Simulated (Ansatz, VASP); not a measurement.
## One calculation of WC, two programs

```
W C
1.0
     2.66654    0.00000    0.00000
    -1.33327    2.30929    0.00000
     0.00000    0.00000    3.05382
W C
1 1
Cartesian
  0.0000 0.0000 0.0000
  1.3333 0.7698 1.5269
```

Change from the starting cell: strain -0.080 along x and y, +0.080 along z, atoms carried along.

Alike in both runs: task single point; functional PBEsol; k mesh 24 × 24 × 22; occupations gaussian, width 0.15 eV; no spin polarisation.

|  | VASP | Ansatz |
| --- | --- | --- |
| version | VASP 6.6.1 | Ansatz 0.2.0 |
| potentials or method | VASP PAW PBE potentials, release 64 (W_sv, C), cutoff 520 eV | scalar-relativistic, plane waves, PAW |
| valence electrons in the cell | 18 | 18 |

Ansatz gave:

```
gap on the k mesh at the Fermi level (eV)                     : none
pressure (GPa)                                                : 44.4
traceless stress, the component that is largest in VASP (GPa) : -81.54
```

Q: Which values does VASP return?

A: gap on the k mesh at the Fermi level (eV): none; pressure (GPa): 46.5; traceless stress, the component that is largest in VASP (GPa): -81.76.

VASP's potentials were made for PBE, not for PBEsol. A gap of «none» marks a metal or a gap that the smearing closes. Both programs put the cell under a high pressure, so it lies far from rest at this level.

Spin-orbit coupling is off throughout.
